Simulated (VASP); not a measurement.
Crystal: Sc.

```
Sc
1.0
     3.30900    0.00000    0.00000
    -1.65450    2.86568    0.00000
     0.00000    0.00000    5.27330
Sc
2
Direct
  0.66667 0.33333 0.75000
  0.33333 0.66667 0.25000
```

Base run:

| Item | Value |
| --- | --- |
| Program | VASP 6.6.1 |
| Functional | PBEsol |
| Potentials or basis | VASP PAW PBE potentials, release 64 (Sc_sv) |
| Cutoff | 500 eV |
| k mesh | 8 × 8 × 4 |
| Occupations | fermi-dirac, width 0.05 eV |
| Spin | no spin polarisation |

Its results: band gap on the k mesh zero (band 11 reaches 4.38 eV, above the bottom of band 12 at 3.03 eV); pressure -2.9 GPa.

Question: The run is repeated on the same cell with these changes: functional from PBEsol to PBE; cutoff from 500 eV to 520 eV. What comes out?

Answer: Band gap on the k mesh zero (band 11 reaches 4.49 eV, above the bottom of band 12 at 3.14 eV); pressure -0.8 GPa.

PBE binds less tightly than PBEsol, so the same cell stands under more pressure.

Caveats: the PAW data sets were made with another functional, which shifts forces and pressure a little (some runs).
